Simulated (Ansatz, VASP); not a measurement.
**AlN in VASP and in Ansatz**

```
Al N
1.0
     3.30158    0.00000    0.00000
    -1.65079    2.85925    0.00000
     0.00000    0.00000    4.09980
Al N
2 2
Direct
  0.33333 0.66667 0.75000
  0.66667 0.33333 0.25000
  0.33333 0.66667 0.25000
  0.66667 0.33333 0.75000
```

Alike in both runs: task single point; functional PBEsol; k mesh 9 × 9 × 6; occupations gaussian, width 0.05 eV; no spin polarisation.

```csv
,VASP,Ansatz
version,VASP 6.6.1,Ansatz 0.2.0
potentials or method,"VASP PAW PBE potentials, release 64 (Al, N), cutoff 520 eV","scalar-relativistic, plane waves, PAW"
valence electrons in the cell,16,16
```

```csv
,VASP,Ansatz,Ansatz less VASP
gap on the k mesh at the Fermi level (eV),3.44,3.42,-0.013
least direct gap on the mesh (eV),3.44,3.42,-0.013
pressure (GPa),1.9,2.0,+0.06
"traceless stress, the component that is largest in VASP (GPa)",1.22,1.24,+0.022
```

VASP's potentials were made for PBE, not for PBEsol.
